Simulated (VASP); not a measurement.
The system is SiNi.

```
Ni Si
1.0
     2.94277    0.00000    0.00000
     0.00000    3.28033    0.00000
     0.00000    0.00000    4.67745
Ni Si
2 2
Direct
  0.50000 0.50000 0.34250
  0.00000 0.00000 0.65750
  0.50000 0.50000 0.84314
  0.00000 0.00000 0.15686
```

| Property | Result |
| --- | --- |
| Program | VASP 6.6.1 |
| Task | relaxation of cell and atoms |
| Functional | LDA |
| Potentials or basis | VASP PAW LDA potentials, release 64 (Ni, Si) |
| Cutoff | 600 eV |
| k mesh | 9 × 8 × 6 |
| Occupations | fermi-dirac, width 0.05 eV |
| Spin | collinear spin, ferromagnetic start |
| Starting moments | [1.0, 1.0, 0.0, 0.0] μB |

At the start: pressure -4.6 GPa; volume 11.29 Å³/atom.

**Question.** How do energy, volume and symmetry change on relaxing?

**Answer.** Over 11 steps the energy falls by 4.5 meV/atom and the volume is 11.05 Å³/atom (-2.1 %); space group Pmmn (No. 59, to 0.1 Å) before and after; moment 0.00 μB per cell.

Step by step:
| step | energy change (eV) | largest force (eV/Å) | pressure (GPa) | volume (Å³) |
| --- | --- | --- | --- | --- |
| 1 | 0.0000 | 0.2395 | -4.61 | 45.15 |
| 2 | 0.0052 | 0.1281 | 6.09 | 43.06 |
| 3 | -0.0172 | 0.1013 | 0.16 | 44.16 |
| 4 | -0.0172 | 0.0983 | 0.21 | 44.14 |
| 5 | -0.0179 | 0.0071 | 0.13 | 44.18 |
| 6 | -0.0179 | 0.0036 | 0.09 | 44.19 |
| 7 | -0.0179 | 0.0011 | 0.36 | 44.19 |
| 8 | -0.0177 | 0.0158 | -0.59 | 44.33 |
| 9 | -0.0179 | 0.0050 | -0.08 | 44.22 |
| 10 | -0.0179 | 0.0048 | -0.13 | 44.21 |
| 11 | -0.0179 | 0.0041 | -0.01 | 44.20 |

Final structure:
```
Ni Si
1.0
     2.92740    0.00000    0.00000
     0.00000    3.26245    0.00000
     0.00000    0.00000    4.62803
Ni Si
2 2
Direct
  0.50000 0.50000 0.34317
  0.00000 0.00000 0.65683
  0.50000 0.50000 0.84092
  0.00000 0.00000 0.15908
```
